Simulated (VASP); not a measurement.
# TiAl3 (P4mm) in VASP: a series of runs

TiAl3 is run at these levels: PBE; tasks: single point, relaxation of cell and atoms.

All numbers are computed with VASP 6.6.1; they aren't measurements. Logs are shortened: lines on timing, memory, paths and dates and some standing lists are left out, and cuts for length are marked.

## 1. The cell of the first run

It takes space group P4mm (No. 99, tetragonal). Conventional cell: a = 3.736 Å, b = 3.736 Å, c = 4.703 Å, α = 90.00°, β = 90.00°, γ = 90.00°. Ti (site symmetry 4mm) has 6 Al at 2.26 to 2.66 Å within 3.0 Å. Al (site symmetry 2mm) has 2 Al at 1.95 Å within 2.6 Å. Within 2.6 Å of Al (site symmetry 4mm) lie 4 Al at 1.95 Å and 2 Ti at 2.26 to 2.45 Å.

## 2. Single point, PBE

INCAR reads:

```
  ALGO = Fast
  EDIFF = 1E-6
  ENCUT = 520
  GGA = PE
  ISIF = 2
  ISMEAR = 0
  LASPH = True
  LCHARG = False
  LREAL = False
  LWAVE = False
  NBANDS = 18
  NELM = 60
  PREC = Accurate
  SIGMA = 0.1
```

KPOINTS reads:

```
k-points
0
Gamma
  6 6 4
```

POSCAR reads:

```
TiAl3
1.0
    3.7359286800      0.0000000000      0.0000000000
    0.0000000000      3.7359286800      0.0000000000
    0.0000000000      0.0000000000      4.7026464000
Ti Al
1 3
Direct
    0.5000000000      0.5000000000      0.9438219900
    0.5000000000      0.0000000000      0.3454438800
    0.0000000000      0.5000000000      0.3454438800
    0.5000000000      0.5000000000      0.4639863900
```

Potentials or basis: VASP PAW PBE potentials, release 64 (Ti_sv, Al).

Launch:

```bash
$ cat potpaw_PBE.64/Ti_sv/POTCAR potpaw_PBE.64/Al/POTCAR > POTCAR
$ mpirun -np 1 vasp_std > vasp.out
```

OUTCAR:

```text
EDIFF = 1E-6
   ENCUT = 520
   GGA = PE
   ISIF = 2
   ISMEAR = 0
   LASPH = True
   LREAL = False
   NELM = 60
   PREC = Accurate

 ion  position               nearest neighbor table
   1  0.500  0.500  0.944-   4 2.26   4 2.45   3 2.66   2 2.66   2 2.66   3 2.66
   2  0.500  0.000  0.345-   4 1.95   4 1.95   3 2.64   3 2.64   3 2.64   3 2.64   1 2.66   1 2.66

   3  0.000  0.500  0.345-   4 1.95   4 1.95   2 2.64   2 2.64   2 2.64   2 2.64   1 2.66   1 2.66

   4  0.500  0.500  0.464-   2 1.95   3 1.95   2 1.95   3 1.95   1 2.26   1 2.45

  LATTYP: Found a simple tetragonal cell.
 ALAT       =     3.7359286800
 C/A-ratio  =     1.2587623595

  Lattice vectors:

 A1 = (   3.7359286800,   0.0000000000,   0.0000000000)
 A2 = (   0.0000000000,   3.7359286800,   0.0000000000)
 A3 = (   0.0000000000,   0.0000000000,   4.7026464000)

Analysis of symmetry for initial positions (statically):
=====================================================================
 Subroutine PRICEL returns:
 Original cell was already a primitive cell.

 Routine SETGRP: Setting up the symmetry group for a
 simple tetragonal supercell.

 Subroutine GETGRP returns: Found  8 space group operations
 (whereof  8 operations were pure point group operations)
 out of a pool of 16 trial point group operations.

The static configuration has the point symmetry C_4v.

Analysis of symmetry for dynamics (positions and initial velocities):
=====================================================================
 Subroutine PRICEL returns:
 Original cell was already a primitive cell.

 Routine SETGRP: Setting up the symmetry group for a
 simple tetragonal supercell.

 Subroutine GETGRP returns: Found  8 space group operations
 (whereof  8 operations were pure point group operations)
 out of a pool of 16 trial point group operations.

The dynamic configuration has the point symmetry C_4v.

 Subroutine INISYM returns: Found  8 space group operations
 (whereof  8 operations are pure point group operations),
 and found     1 'primitive' translations

----------------------------------------------------------------------------------------

                                     Primitive cell

  volume of cell :      65.6356

  direct lattice vectors                    reciprocal lattice vectors
     3.735928680  0.000000000  0.000000000     0.267671063  0.000000000  0.000000000
     0.000000000  3.735928680  0.000000000     0.000000000  0.267671063  0.000000000
     0.000000000  0.000000000  4.702646400     0.000000000  0.000000000  0.212646224

  length of vectors
     3.735928680  3.735928680  4.702646400     0.267671063  0.267671063  0.212646224

  position of ions in fractional coordinates (direct lattice)
     0.500000000  0.500000000  0.943821990
     0.500000000  0.000000000  0.345443880
     0.000000000  0.500000000  0.345443880
     0.500000000  0.500000000  0.463986390

  ion indices of the primitive-cell ions
   primitive index   ion index
                 1           1
                 2           2
                 3           3
                 4           4

----------------------------------------------------------------------------------------

 KPOINTS: k-points

Automatic generation of k-mesh.
 Grid dimensions read from file:
 generate k-points for:    6    6    4

 Generating k-lattice:

  Cartesian coordinates                     Fractional coordinates (reciprocal lattice)
     0.044611844  0.000000000  0.000000000     0.166666667  0.000000000  0.000000000
     0.000000000  0.044611844  0.000000000     0.000000000  0.166666667  0.000000000
     0.000000000  0.000000000  0.053161556     0.000000000  0.000000000  0.250000000

  Length of vectors
     0.044611844  0.044611844  0.053161556

  Shift w.r.t. Gamma in fractional coordinates (k-lattice)
     0.000000000  0.000000000  0.000000000

 Subroutine IBZKPT returns following result:
 ===========================================

 Found     30 irreducible k-points:

 Following reciprocal coordinates:
            Coordinates               Weight
  0.000000  0.000000  0.000000      1.000000
  0.166667  0.000000  0.000000      4.000000
  0.333333  0.000000  0.000000      4.000000
  0.500000  0.000000  0.000000      2.000000
  0.166667  0.166667  0.000000      4.000000
  0.333333  0.166667  0.000000      8.000000
[... 16 lines left out ...]
  0.333333  0.000000  0.500000      4.000000
  0.500000  0.000000  0.500000      2.000000
 [... further k-points ...]
   k-points           NKPTS =     30   k-points in BZ     NKDIM =     30   number of bands    NBANDS=     18
   number of dos      NEDOS =    301   number of ions     NIONS =      4
   total plane-waves  NPLWV =  28224
   dimension x,y,z NGX =    28 NGY =   28 NGZ =   36
   dimension x,y,z NGXF=    56 NGYF=   56 NGZF=   72
   ions per type =               1   3
   NGX,Y,Z   is equivalent  to a cutoff of  12.46, 12.46, 12.73 a.u.
   NGXF,Y,Z  is equivalent  to a cutoff of  24.92, 24.92, 25.45 a.u.
 SYSTEM =  unknown system
   PREC   = accura    normal or accurate (medium, high low for compatibility)
   ISTART =      0    job   : 0-new  1-cont  2-samecut
   ICHARG =      2    charge: 1-file 2-atom 10-const
   ISPIN  =      1    spin polarized calculation?
   LNONCOLLINEAR =      F non collinear calculations
   LSORBIT =      F    spin-orbit coupling
   LASPH  =      T    aspherical Exc in radial PAW
   ENCUT  =  520.0 eV  38.22 Ry    6.18 a.u.   6.95  6.95  8.74*2*pi/ulx,y,z
   NELM   =     60;   NELMIN=  2; NELMDL= -5     # of ELM steps
   EDIFF  = 0.1E-05   stopping-criterion for ELM
   LREAL  =      F    real-space projection
   EDIFFG = 0.1E-04   stopping-criterion for IOM
   NSW    =      0    number of steps for IOM
   IBRION =     -1    ionic relax: 0-MD 1-quasi-New 2-CG
   NFREE  =      0    steps in history (QN), initial steepest desc. (CG)
   ISIF   =      2    stress and relaxation
   ISYM   =      2    0-nonsym 1-usesym 2-fastsym
   POTIM  = 0.5000    time-step for ionic-motion
   TEBEG  =    0.0;   TEEND  =   0.0 temperature during run
   PSTRESS=    0.0 pullay stress
   NELECT =      21.0000    total number of electrons
   NUPDOWN=      -1.0000    fix difference up-down
   EMIN   =  10.00;   EMAX   =-10.00  energy-range for DOS
   EFERMI =   0.00;   METHOD = LEGACY
   ISMEAR =     0;   SIGMA  =   0.10  broadening in eV -4-tet -1-fermi 0-gaus
   EFERMI_NEDOS =   21; number of points for ismear=-14 and -15
   IALGO  =     68    algorithm
   IMIX   =      4    mixing-type and parameters
     AMIX     =   0.40;   BMIX     =  1.00
     AMIX_MAG =   1.60;   BMIX_MAG =  1.00
  volume/ion in A,a.u.               =      16.41       110.73
  Fermi-wavevector in a.u.,A,eV,Ry     =   1.119699  2.115925 17.057987  1.253727
  Thomas-Fermi vector in A             =   2.256340
   LORBIT       =      0    0 simple, 1 ext, 2 COOP (PROOUT), +10 PAW based schemes
   GGA     = PE    functional components
   LHFCALC =     F    Hartree Fock is set to
   AEXX    =    0.0000 exact exchange contribution
   IVDW    =     0    specifies the selected vdW correction
   LEPSILON=     F    determine dielectric tensor
   LRPA    =     F    only Hartree local field effects (RPA)
 non-spin polarized calculation
 RMM-DIIS sequential band-by-band and
 Gauss-broadening in eV      SIGMA  =   0.10
  energy-cutoff  :      520.00
  volume of cell :       65.64
 maximum number of plane-waves:      1784
 NGX is ok and might be reduce to    28
   NGX = 13   NGY = 13   NGZ = 17

 number of electron      20.9999998 magnetization

 Free energy of the ion-electron system (eV)
  ---------------------------------------------------
  ext. energy  EPLUGINS =         0.00000000
  ---------------------------------------------------
  free energy    TOTEN  =        -8.36457642 eV

  energy without entropy =       -8.35477918  energy(sigma->0) =       -8.35967780

 E-fermi :   7.3889     XC(G=0): -10.1771

 val. band max:        7.3801932219   @ k =   0.1667   0.1667   0.0000
 cond. band min:       7.4284620135   @ k =   0.3333   0.1667   0.5000
 fundamental gap:      0.0482687917
 Fermi energy:         7.3888931991

 k-point     1 :       0.0000    0.0000    0.0000
  band No.  band energies     occupation
      1     -49.2327      2.00000
      2     -25.5724      2.00000
      3     -25.5724      2.00000
      4     -25.4938      2.00000
      5      -3.6173      2.00000
      6       4.1793      2.00000
[... 10 lines left out ...]
     17      13.3184      0.00000
     18      14.2746      0.00000

 k-point     2 :       0.1667    0.0000    0.0000
  band No.  band energies     occupation
      1     -49.2323      2.00000
      2     -25.5794      2.00000
      3     -25.5719      2.00000
      4     -25.4930      2.00000
      5      -3.3493      2.00000
      6       3.2016      2.00000
[... 10 lines left out ...]
     17      12.0218      0.00000
     18      13.4600      0.00000

 k-point     3 :       0.3333    0.0000    0.0000
  band No.  band energies     occupation
      1     -49.2315      2.00000
      2     -25.5933      2.00000
      3     -25.5709      2.00000
      4     -25.4915      2.00000
      5      -2.6003      2.00000
      6       1.1628      2.00000
[... 10 lines left out ...]
     17      12.1062      0.00000
     18      12.7904      0.00000

 k-point     4 :       0.5000    0.0000    0.0000
  band No.  band energies     occupation
      1     -49.2312      2.00000
      2     -25.6003      2.00000
      3     -25.5704      2.00000
      4     -25.4907      2.00000
      5      -1.9009      2.00000
      6       0.0044      2.00000
[... 375 lines left out ...]
      4     -25.5031      2.00000
      5      -2.8597      2.00000
      6       2.1356      2.00000
[... 10 lines left out ...]
     17      11.7762      0.00000
     18      12.0544      0.00000

 k-point    23 :       0.3333    0.0000    0.5000
  band No.  band energies     occupation
      1     -49.2310      2.00000
      2     -25.5932      2.00000
      3     -25.5709      2.00000
      4     -25.5012      2.00000
      5      -2.1110      2.00000
      6       1.2465      2.00000
[... 10 lines left out ...]
     17      12.7718      0.00000
     18      12.7963      0.00000

 k-point    24 :       0.5000    0.0000    0.5000
  band No.  band energies     occupation
      1     -49.2307      2.00000
      2     -25.6001      2.00000
      3     -25.5704      2.00000
      4     -25.5003      2.00000
      5      -1.3267      2.00000
      6       0.0255      2.00000
[... 10 lines left out ...]
     17      12.1440      0.00000
     18      13.2113      0.00000

 [... further k-points ...]
[... 5 lines left out ...]
  --------------------------------------------------------------------------------------
  -------------------------------------------------------------------------------------
  Total       32.4600284     32.4600284     13.1466588      0.0000000      0.0000000      0.0000000
  in kB      792.3553596    792.3553596    320.9123974      0.0000000      0.0000000      0.0000000
  external PRESSURE =     635.2077056 kB  Pullay stress =       0.0000000 kB

 VOLUME and BASIS-vectors are now :
 -----------------------------------------------------------------------------
  energy-cutoff  :      520.00
  volume of cell :       65.64
      direct lattice vectors                 reciprocal lattice vectors
     3.735928680  0.000000000  0.000000000     0.267671063  0.000000000  0.000000000
     0.000000000  3.735928680  0.000000000     0.000000000  0.267671063  0.000000000
     0.000000000  0.000000000  4.702646400     0.000000000  0.000000000  0.212646224

 POSITION                                       TOTAL-FORCE (eV/Angst)
 -----------------------------------------------------------------------------------
      1.86796      1.86796      4.43846         0.000000      0.000000      0.983968
      1.86796      0.00000      1.62450        -0.000000     -0.000000     -4.003277
      0.00000      1.86796      1.62450         0.000000     -0.000000     -4.003277
      1.86796      1.86796      2.18196         0.000000     -0.000000      7.022587
 -----------------------------------------------------------------------------------
    total drift:                                0.000000      0.000000     -0.006139

  FREE ENERGIE OF THE ION-ELECTRON SYSTEM (eV)
  ---------------------------------------------------
  free  energy   TOTEN  =        -8.3645764228 eV

  energy  without entropy=       -8.3547791809  energy(sigma->0) =       -8.35967780
```

Run time: 31 s. Hardware: 1 thread of Intel Xeon 6975P-C (Granite Rapids), shared host; peak memory 0.18 GiB.

What came out:

```
Free energy   : -8.3646 eV
Pressure      : 63.5 GPa
Largest force : 7.023 eV/Å
```

Forces on the atoms (eV/Å):
```
Ti   0.000  0.000  0.984
Al   0.000  0.000 -4.003
Al   0.000  0.000 -4.003
Al   0.000  0.000  7.023
```

Stress tensor (GPa, compression positive):
```
79.24  0.00  0.00
 0.00 79.24  0.00
 0.00  0.00 32.09
```

Caveat: forces of over 1 eV/Å act on the atoms, so gaps and moduli don't describe the material at rest.

## 3. Single point, PBE

This run uses another cell than the first one, of 24.70 Å³/atom, 1.505 times its volume.

INCAR reads:

```
ALGO     = Normal         # electronic algorithm
EDIFF    = 1E-6           # SCF threshold, eV
ENCUT    = 520            # plane-wave cutoff, eV
GGA      = PE             # functional
ISIF     = 2              # what is computed and relaxed
ISMEAR   = 0              # smearing method
LASPH    = T              # aspherical terms in the spheres
LCHARG   = F              # write CHGCAR
LREAL    = F              # projectors in reciprocal space
LWAVE    = F              # write WAVECAR
NBANDS   = 18             # bands
NELM     = 60             # most SCF steps
PREC     = Accurate       # precision mode
SIGMA    = 0.1            # smearing width, eV
```

KPOINTS is that of step 2.

POSCAR reads:

```
TiAl3
1.0
    3.9312338794      0.0000000000      0.0000000000
    0.0000000000      3.9312338794      0.0000000000
    0.0000000000      0.0000000000      6.3924547210
Ti Al
1 3
Direct
    0.5000000000      0.5000000000      0.9905789425
    0.5000000000      0.0000000000      0.2727641776
    0.0000000000      0.5000000000      0.2727641776
    0.5000000000      0.5000000000      0.5625888422
```

Potentials or basis: VASP PAW PBE potentials, release 64 (Ti_sv, Al).

Launch:

```bash
$ cat potpaw_PBE.64/Ti_sv/POTCAR potpaw_PBE.64/Al/POTCAR > POTCAR
$ mpirun -np 1 vasp_std > vasp.out
```

It took 26 s on 1 thread of Intel Xeon 6975P-C (Granite Rapids), shared host; peak memory 0.22 GiB.

The run converged. Its results:

```
Free energy   : -16.7183 eV
Pressure      : 0.1 GPa
Largest force : 0.018 eV/Å
```

Forces in eV/Å, atoms in the order of the input:
```
Ti   0.000  0.000  0.018
Al   0.000  0.000 -0.003
Al   0.000  0.000 -0.003
Al   0.000  0.000 -0.013
```

Levels at points of the mesh, in eV from the Fermi level:
```tsv
k point	band 7	band 8	band 9	band 10	band 11	band 12	band 13	band 14
(0.00, 0.00, 0.00)	-2.62	-1.09	-1.01	-1.01	-0.06	1.04	1.04	1.11
(0.50, 0.00, 0.00)	-2.60	-1.68	-1.32	-0.25	0.15	0.35	0.40	1.47
(0.50, 0.50, 0.00)	-4.38	-2.91	-0.97	-0.97	-0.88	0.50	0.68	1.21
(0.00, 0.00, 0.50)	-1.29	-1.14	-1.14	-1.04	0.91	1.11	1.67	1.67
(0.50, 0.00, 0.50)	-3.72	-1.88	-0.81	-0.40	0.25	0.43	1.25	2.25
(0.50, 0.50, 0.50)	-4.39	-2.84	-2.24	-0.75	-0.75	0.18	0.76	0.76
```

(Part 1 of 2 ends here.)
